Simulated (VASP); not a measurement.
Write the native input for VASP 6.6.1 that does the following.

```yaml
Task: single point
Functional: LDA
Potentials_or_basis: VASP PAW LDA potentials, release 64 (Sb)
Cutoff: 520 eV
k_mesh: 6 × 6 × 6
Occupations: fermi-dirac, width 0.15 eV
Spin: no spin polarisation
Dipole_correction: no
Further_INCAR_settings: ALGO = Normal; EDIFF = 1e-06; NBANDS = 8
```

The structure of Sb lies in POSCAR:

```
Sb
1.0
    3.5107790000      0.0000000000      0.0000000000
    0.6789527250      3.4445017614      0.0000000000
   -2.0948657819     -1.7222508144      2.2295646828
Sb
1
Direct
    0.0000000000      0.0000000000      0.0000000000
```

These files were run (other wordings do the same):

INCAR

```
SYSTEM = Sb
PREC = Accurate ; ENCUT = 520
EDIFF = 1E-6 ; ISMEAR = -1
SIGMA = 0.15 ; LREAL = .False.
LASPH = .True. ; NELM = 100
ALGO = Normal ; ISIF = 2
LWAVE = .False. ; LCHARG = .True.
LELF = .True. ; LVHAR = .True.
NBANDS = 8
```

KPOINTS

```
Automatic mesh
0
Gamma
  6 6 6
  0 0 0
```

Potentials or basis: VASP PAW LDA potentials, release 64 (Sb).

Command:

```bash
$ cat potpaw_LDA.64/Sb/POTCAR > POTCAR
$ mpirun -np 1 vasp_std > vasp.out
```

It gave:

| Property | Result |
| --- | --- |
| Pressure | -2.4 GPa |

Caveat: the k points lie up to 0.47 Å⁻¹ apart.

It took 6.1 s on 1 thread of AMD EPYC 7R13 Processor (Zen 3) (shared host), peak memory 0.11 GiB.
